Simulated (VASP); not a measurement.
Write the native input for VASP 6.6.1 that does the following.

- Task: single point
- Functional: PBEsol
- Potentials or basis: VASP PAW PBE potentials, release 64 (Ga_d, P)
- Cutoff: 520 eV
- k mesh: 10 × 10 × 10
- Occupations: gaussian, width 0.05 eV
- Spin: no spin polarisation
- Dipole correction: no
- Further INCAR settings: ALGO = Normal; EDIFF = 1e-06; NBANDS = 16

The structure of GaP lies in POSCAR:

```
GaP
1.0
    0.0000000000      2.6702261494      2.6702261494
    2.6702261494      0.0000000000      2.6702261494
    2.6702261494      2.6702261494      0.0000000000
Ga P
1 1
Direct
    0.0000000000      0.0000000000      0.0000000000
    0.7500000000      0.7500000000      0.7500000000
```

This cell differs from its parent crystal: volume 19.039 Å^3 an atom, c/a of the conventional cell 1.0000.

These files were run (other wordings do the same):

INCAR

```
PREC = Accurate ; ENCUT = 520
EDIFF = 1E-6 ; ISMEAR = 0
SIGMA = 0.05 ; LREAL = False
LASPH = True ; NELM = 80
ALGO = Normal ; ISIF = 2
LWAVE = False ; LCHARG = False
GGA = PS ; NBANDS = 16
```

KPOINTS

```
regular mesh
0
Gamma
  10 10 10
```

Potentials or basis: VASP PAW PBE potentials, release 64 (Ga_d, P).

Command:

```console
$ cat potpaw_PBE.64/Ga_d/POTCAR potpaw_PBE.64/P/POTCAR > POTCAR
$ mpirun -np 1 vasp_std > vasp.out
```

It gave:

```yaml
Pressure: 5.1 GPa
Band_gap_on_the_k_mesh: 1.37 eV, indirect (least direct gap 2.26 eV)
```

Caveat: the PAW data sets were made with another functional, which shifts forces and pressure a little.

Wall time 20 s on 1 thread of Intel(R) Xeon(R) Platinum 8375C CPU @ 2.90GHz (Ice Lake), on a shared host, peak memory 0.17 GiB.
